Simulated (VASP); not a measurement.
# PtRh2 (R-3m) in VASP: notebook, part 2 of 2

VASP 6.6.1.

### Step 4. Relaxation of cell and atoms, PBE

File INCAR:

```
PREC     = Accurate       # precision mode
ENCUT    = 600            # plane-wave cutoff, eV
EDIFF    = 1E-6           # SCF threshold, eV
ISMEAR   = 0              # smearing method
SIGMA    = 0.1            # smearing width, eV
LREAL    = F              # projectors in reciprocal space
LASPH    = T              # aspherical terms in the spheres
NELM     = 60             # most SCF steps
ALGO     = Normal         # electronic algorithm
ISIF     = 3              # what is computed and relaxed
LWAVE    = F              # write WAVECAR
LCHARG   = F              # write CHGCAR
GGA      = PE             # functional
IBRION   = 2              # ionic algorithm
NSW      = 90             # ionic steps
EDIFFG   = -0.04          # ionic threshold
```

File KPOINTS:

```
Automatic mesh
0
Gamma
  6 6 6
```

File POSCAR:

```
PtRh2
1.0
    1.5928747544      0.9196466682      4.8108892362
   -1.5928747544      0.9196466682      4.8108892362
    0.0000000000     -1.8392933365      4.8108892362
Rh Pt
2 1
Direct
    0.7500000000      0.7500000000      0.7500000000
    0.2500000000      0.2500000000      0.2500000000
    0.0000000000      0.0000000000      0.0000000000
```

Potentials or basis: VASP PAW PBE potentials, release 64 (Rh_pv, Pt).

On the command line:

```console
$ cat potpaw_PBE.64/Rh_pv/POTCAR potpaw_PBE.64/Pt/POTCAR > POTCAR
$ mpirun -np 1 vasp_std > vasp.out
```

OUTCAR:

```text
PREC = Accurate
   ENCUT = 600
   EDIFF = 1E-6
   ISMEAR = 0
   LREAL = F
   LASPH = T
   NELM = 60
   ISIF = 3
   GGA = PE
   IBRION = 2
   NSW = 90
   EDIFFG = -0.04

 ion  position               nearest neighbor table
   1  0.750  0.750  0.750-   3 2.20   3 2.20   3 2.20   2 3.03   2 3.03   2 3.03   2 3.03   2 3.03
                             2 3.03
   2  0.250  0.250  0.250-   3 2.20   3 2.20   3 2.20   1 3.03   1 3.03   1 3.03   1 3.03   1 3.03
                             1 3.03
   3  0.000  0.000  0.000-   1 2.20   1 2.20   2 2.20   2 2.20   1 2.20   2 2.20

  LATTYP: Found a trigonal (rhomboedric) cell.
 ALAT       =     5.1505004825
 COS(alpha) =     0.8087090652

  Lattice vectors:

 A1 = (   1.5928747544,   0.9196466682,   4.8108892362)
 A2 = (  -1.5928747544,   0.9196466682,   4.8108892362)
 A3 = (   0.0000000000,  -1.8392933365,   4.8108892362)

Analysis of symmetry for initial positions (statically):
=====================================================================
 Subroutine PRICEL returns:
 Original cell was already a primitive cell.

 Routine SETGRP: Setting up the symmetry group for a
 trigonal (rhombohedral) supercell.

 Subroutine GETGRP returns: Found 12 space group operations
[... 160 lines left out ...]

 number of electron      40.0000005 magnetization

 Free energy of the ion-electron system (eV)
  ---------------------------------------------------
  ext. energy  EPLUGINS =         0.00000000
  ---------------------------------------------------
  free energy    TOTEN  =       -12.63507261 eV

  energy without entropy =      -12.61693971  energy(sigma->0) =      -12.62600616

------------------------ aborting loop because EDIFF is reached ----------------------------------------

  FORCE on cell =-STRESS in cart. coord.  units (eV):
  Direction    XX          YY          ZZ          XY          YZ          ZX
  --------------------------------------------------------------------------------------
  -------------------------------------------------------------------------------------
  Total       33.8762831     33.8762830     27.1006667      0.0000000     -0.0000000      0.0000000
  in kB     1283.5922787   1283.5922787   1026.8601922      0.0000000     -0.0000000      0.0000000
  external PRESSURE =    1198.0149165 kB  Pullay stress =       0.0000000 kB
[... 2064 lines left out ...]
     23      12.2933      0.00000
     24      13.5921      0.00000

 [... further k-points ...]

[... ionic steps 4 to 41 ...]

--------------------------------------- Ionic step       42  -------------------------------------------

 number of electron      40.0000003 magnetization

------------------------ aborting loop because EDIFF is reached ----------------------------------------
[... 69 lines left out ...]
--------------------------------------- Ionic step       44  -------------------------------------------

 number of electron      40.0000004 magnetization

 Free energy of the ion-electron system (eV)
  ---------------------------------------------------
  ext. energy  EPLUGINS =         0.00000000
  ---------------------------------------------------
  free energy    TOTEN  =       -19.13644579 eV

  energy without entropy =      -19.10864232  energy(sigma->0) =      -19.12254405

 E-fermi :   8.6341     XC(G=0): -12.4030

 val. band max:        8.6319679492   @ k =   0.5000   0.5000   0.3333
 cond. band min:       8.6435025786   @ k =   0.1667   0.1667   0.1667
 fundamental gap:      0.0115346293
 Fermi energy:         8.6341067950
[... 678 lines left out ...]
  FREE ENERGIE OF THE ION-ELECTRON SYSTEM (eV)
  ---------------------------------------------------
  free  energy   TOTEN  =       -19.1364457905 eV

  energy  without entropy=      -19.1086423191  energy(sigma->0) =      -19.12254405

 reached required accuracy - stopping structural energy minimisation
```

Run time: 18 min. Hardware: 1 thread of Intel Xeon 6975P-C (Granite Rapids), shared host; peak memory 0.33 GiB.

Results:

* Free energy: -19.1364 eV
* Relaxed volume: 17.31 Å³/atom
* Relaxed cell: a = 4.594 Å, b = 4.594 Å, c = 4.594 Å, α = 49.74°, β = 49.74°, γ = 49.74°
* Space group after relaxing (to 0.1 Å): R-3m (No. 166)
* Pressure after relaxing: 0.0 GPa
* Largest force after relaxing: 0.020 eV/Å
* Band gap on the k mesh: zero (bands 20 and 21 overlap by 0.54 eV)

Forces in eV/Å, atoms in the order of the input:
```
Rh   0.000  0.000 -0.020
Rh   0.000  0.000  0.020
Pt   0.000  0.000  0.000
```

Final structure:
```yaml
crystal:
  lattice:
    - [1.93222, 1.11557, 4.01606]
    - [-1.93222, 1.11557, 4.01606]
    - [0.00000, -2.23113, 4.01606]
  atoms:
    - { symbol: Rh, position: [0.78178, 0.78178, 0.78178] }
    - { symbol: Rh, position: [0.21822, 0.21822, 0.21822] }
    - { symbol: Pt, position: [0.00000, 0.00000, 0.00000] }
```

Levels at points of the mesh, in eV from the Fermi level:
```
           k point  band 17  band 18  band 19  band 20  band 21  band 22  band 23  band 24
(0.00, 0.00, 0.00)    -1.27    -1.27    -0.05    -0.05     0.80     0.80     6.05     7.02
(0.50, 0.00, 0.00)    -2.51    -0.71    -0.55    -0.52    -0.34     0.10     1.47     4.16
(0.50, 0.50, 0.00)    -1.88    -1.14    -0.12    -0.06     0.57     0.91     1.59     2.62
(0.50, 0.50, 0.50)    -0.93    -0.78    -0.39    -0.39     0.81     1.00     1.00     9.25
```

Caveat: the k points lie up to 0.32 Å⁻¹ apart in the final cell, too coarse for converged energies and pressures of a metal; the volume moved by over 15 % at a fixed basis, so the end points are rough; spin-orbit coupling is left out, which moves the levels of the heavy elements.

### Step 5. Single point, PBE

This run uses another cell than the first one, of 14.63 Å³/atom.

File INCAR:

```
  ALGO = Fast
  EDIFF = 1E-7
  ENCUT = 520
  GGA = PE
  ISIF = 2
  ISMEAR = 0
  LASPH = T
  LCHARG = F
  LREAL = F
  LWAVE = F
  NBANDS = 27
  NELM = 60
  PREC = Accurate
  SIGMA = 0.1
```

File KPOINTS:

```
k-points
0
Gamma
  18 18 18
```

File POSCAR:

```
PtRh2
1.0
    1.3708252788      0.7914463437      6.7443769341
   -1.3708252788      0.7914463437      6.7443769341
    0.0000000000     -1.5828926874      6.7443769341
Rh Pt
2 1
Direct
    0.7794939158      0.7794939158      0.7794939158
    0.2205060842      0.2205060842      0.2205060842
    0.0000000000      0.0000000000      0.0000000000
```

Potentials or basis: VASP PAW PBE potentials, release 64 (Rh_pv, Pt).

On the command line:

```console
$ cat potpaw_PBE.64/Rh_pv/POTCAR potpaw_PBE.64/Pt/POTCAR > POTCAR
$ mpirun -np 1 vasp_std > vasp.out
```

OUTCAR:

```text
EDIFF = 1E-7
   ENCUT = 520
   GGA = PE
   ISIF = 2
   ISMEAR = 0
   LASPH = T
   LREAL = F
   NELM = 60
   PREC = Accurate

 ion  position               nearest neighbor table
   1  0.779  0.779  0.779-   2 2.69   2 2.69   2 2.69   3 2.78   3 2.78   3 2.78
   2  0.221  0.221  0.221-   1 2.69   1 2.69   1 2.69   3 2.78   3 2.78   3 2.78
   3  0.000  0.000  0.000-   1 2.78   2 2.78   1 2.78   1 2.78   2 2.78   2 2.78

  LATTYP: Found a trigonal (rhomboedric) cell.
 ALAT       =     6.9276380888
 COS(alpha) =     0.9216888103

  Lattice vectors:

 A1 = (   1.3708252788,   0.7914463437,   6.7443769341)
 A2 = (  -1.3708252788,   0.7914463437,   6.7443769341)
 A3 = (   0.0000000000,  -1.5828926874,   6.7443769341)

Analysis of symmetry for initial positions (statically):
=====================================================================
 Subroutine PRICEL returns:
 Original cell was already a primitive cell.

 Routine SETGRP: Setting up the symmetry group for a
 trigonal (rhombohedral) supercell.

 Subroutine GETGRP returns: Found 12 space group operations
 (whereof 12 operations were pure point group operations)
 out of a pool of 12 trial point group operations.

The static configuration has the point symmetry D_3d.

Analysis of symmetry for dynamics (positions and initial velocities):
=====================================================================
 Subroutine PRICEL returns:
 Original cell was already a primitive cell.

 Routine SETGRP: Setting up the symmetry group for a
 trigonal (rhombohedral) supercell.

 Subroutine GETGRP returns: Found 12 space group operations
 (whereof 12 operations were pure point group operations)
 out of a pool of 12 trial point group operations.

The dynamic configuration has the point symmetry D_3d.

[... 116 lines left out ...]
   EFERMI_NEDOS =   21; number of points for ismear=-14 and -15
   IALGO  =     68    algorithm
   IMIX   =      4    mixing-type and parameters
     AMIX     =   0.40;   BMIX     =  1.00
     AMIX_MAG =   1.60;   BMIX_MAG =  1.00
  volume/ion in A,a.u.               =      14.63        98.76
  Fermi-wavevector in a.u.,A,eV,Ry     =   1.587069  2.999126 34.270212  2.518790
  Thomas-Fermi vector in A             =   2.686284
   LORBIT       =      0    0 simple, 1 ext, 2 COOP (PROOUT), +10 PAW based schemes
   GGA     = PE    functional components
   LHFCALC =     F    Hartree Fock is set to
   AEXX    =    0.0000 exact exchange contribution
   IVDW    =     0    specifies the selected vdW correction
   LEPSILON=     F    determine dielectric tensor
   LRPA    =     F    only Hartree local field effects (RPA)
 non-spin polarized calculation
 RMM-DIIS sequential band-by-band and
 Gauss-broadening in eV      SIGMA  =   0.10
  energy-cutoff  :      520.00
  volume of cell :       43.90
 maximum number of plane-waves:      1196
 NGX is ok and might be reduce to    54
   NGX = 25   NGY = 25   NGZ = 25

 number of electron      40.0000007 magnetization

 Free energy of the ion-electron system (eV)
  ---------------------------------------------------
  ext. energy  EPLUGINS =         0.00000000
  ---------------------------------------------------
  free energy    TOTEN  =       -20.53626840 eV

  energy without entropy =      -20.51050700  energy(sigma->0) =      -20.52338770

 E-fermi :  11.1964     XC(G=0): -13.6460

 val. band max:       11.1955176038   @ k =   0.2778   0.2222   0.1111
 cond. band min:      11.1976184974   @ k =  -0.3889   0.2778   0.2222
 fundamental gap:      0.0021008936
 Fermi energy:        11.1963579345

 k-point     1 :       0.0000    0.0000    0.0000
  band No.  band energies     occupation
      1     -35.6226      2.00000
      2     -35.2692      2.00000
      3     -35.1852      2.00000
      4     -35.1852      2.00000
      5     -35.1319      2.00000
      6     -35.1319      2.00000
[... 709 lines left out ...]
     26      23.8267      0.00000
     27      24.5939      0.00000

 [... further k-points ...]

------------------------ aborting loop because EDIFF is reached ----------------------------------------

  FORCE on cell =-STRESS in cart. coord.  units (eV):
  Direction    XX          YY          ZZ          XY          YZ          ZX
  --------------------------------------------------------------------------------------
  -------------------------------------------------------------------------------------
  Total       -0.0333845     -0.0333845     -0.0277344      0.0000000      0.0000000      0.0000000
  in kB       -1.2183132     -1.2183132     -1.0121221      0.0000000      0.0000000      0.0000000
  external PRESSURE =      -1.1495828 kB  Pullay stress =       0.0000000 kB

 VOLUME and BASIS-vectors are now :
 -----------------------------------------------------------------------------
  energy-cutoff  :      520.00
  volume of cell :       43.90
      direct lattice vectors                 reciprocal lattice vectors
     1.370825279  0.791446344  6.744376934     0.364743784  0.210584922  0.049423888
    -1.370825279  0.791446344  6.744376934    -0.364743784  0.210584922  0.049423888
     0.000000000 -1.582892687  6.744376934     0.000000000 -0.421169844  0.049423888

 POSITION                                       TOTAL-FORCE (eV/Angst)
 -----------------------------------------------------------------------------------
      0.00000      0.00000     15.77160         0.000000     -0.000000     -0.009048
      0.00000      0.00000      4.46153         0.000000      0.000000      0.009048
      0.00000      0.00000      0.00000         0.000000      0.000000     -0.000000
 -----------------------------------------------------------------------------------
    total drift:                                0.000000      0.000000      0.000000

  FREE ENERGIE OF THE ION-ELECTRON SYSTEM (eV)
  ---------------------------------------------------
  free  energy   TOTEN  =       -20.5362684006 eV

  energy  without entropy=      -20.5105070022  energy(sigma->0) =      -20.52338770
```

OSZICAR:

```text
N       E                     dE             d eps       ncg     rms          rms(c)
DAV:   1     0.417077757290E+03    0.41708E+03   -0.24162E+04 32336   0.161E+03
DAV:   2    -0.106989275928E+02   -0.42778E+03   -0.41710E+03 33405   0.471E+02
DAV:   3    -0.221095880993E+02   -0.11411E+02   -0.11262E+02 34738   0.832E+01
DAV:   4    -0.222043047110E+02   -0.94717E-01   -0.94642E-01 34208   0.766E+00
DAV:   5    -0.222057177203E+02   -0.14130E-02   -0.14130E-02 33700   0.986E-01    0.177E+01
RMM:   6    -0.224012664959E+02   -0.19555E+00   -0.51191E+00 33006   0.133E+01    0.171E+01
RMM:   7    -0.206694762847E+02    0.17318E+01   -0.13617E+00 32038   0.739E+00    0.591E+00
RMM:   8    -0.205940779369E+02    0.75398E-01   -0.17626E-01 32330   0.251E+00    0.349E+00
RMM:   9    -0.205790344089E+02    0.15044E-01   -0.77130E-02 33938   0.140E+00    0.216E+00
RMM:  10    -0.205364187618E+02    0.42616E-01   -0.17578E-02 32481   0.863E-01    0.160E-01
RMM:  11    -0.205362977494E+02    0.12101E-03   -0.65397E-04 34065   0.161E-01    0.799E-02
RMM:  12    -0.205362697207E+02    0.28029E-04   -0.10446E-04 35120   0.795E-02    0.221E-02
RMM:  13    -0.205362693986E+02    0.32209E-06   -0.28655E-05 35003   0.383E-02    0.140E-02
RMM:  14    -0.205362689917E+02    0.40695E-06   -0.66734E-06 36620   0.185E-02    0.535E-03
RMM:  15    -0.205362683132E+02    0.67847E-06   -0.20860E-06 35143   0.106E-02    0.356E-03
RMM:  16    -0.205362684139E+02   -0.10076E-06   -0.56538E-07 28970   0.566E-03    0.239E-03
RMM:  17    -0.205362684006E+02    0.13336E-07   -0.20990E-07 21601   0.312E-03
   1 F= -.20536268E+02 E0= -.20523388E+02  d E =-.257614E-01
```

It took 41 min on 1 thread of Intel Xeon 6975P-C (Granite Rapids), shared host; peak memory 0.88 GiB.

What came out:

* Free energy: -20.5363 eV
* Pressure: -0.1 GPa
* Largest force: 0.009 eV/Å
* Band gap on the k mesh: zero (bands 20 and 21 overlap by 1.74 eV)

Forces in eV/Å, atoms in the order of the input:
```
Rh   0.000  0.000 -0.009
Rh   0.000  0.000  0.009
Pt   0.000  0.000  0.000
```

Caveat: spin-orbit coupling is left out, which moves the levels of the heavy elements.

### Step 6. The runs side by side

| task | cell | k mesh | cutoff (eV) | gap on the mesh (eV) | pressure (GPa) | largest force (eV/Å) |
| --- | --- | --- | --- | --- | --- | --- |
| single point | a = 5.151 Å, angles 36.0°, 3 atoms, atomic positions A | 6 × 6 × 6 | 520 | none | 119.8 | 12.80 |
| single point | a = 6.920 Å, angles 22.9°, 3 atoms, atomic positions B | 6 × 6 × 6 | 520 | none | -0.2 | - |
| relaxation of cell and atoms | relaxed from a = 5.151 Å, angles 36.0°, 3 atoms, atomic positions A | 6 × 6 × 6 | 600 | none | 0.0 | 0.02 |
| single point | a = 6.928 Å, angles 22.8°, 3 atoms, atomic positions C | 18 × 18 × 18 | 520 | none | -0.1 | 0.01 |

Alike in all rows: level PBE; potentials or basis VASP PAW PBE potentials, release 64 (Rh_pv, Pt); no spin polarisation; smearing gaussian 0.1 eV.

Caveats: some runs use coarse meshes; spin-orbit coupling is left out, which moves the levels of the heavy elements; forces of over 1 eV/Å act on the atoms, so gaps and moduli don't describe the material at rest (at least some runs); the volume moved by over 15 % at a fixed basis, so the end points are rough (at least some runs).

Absolute energies hang on the potentials; compare differences alone.
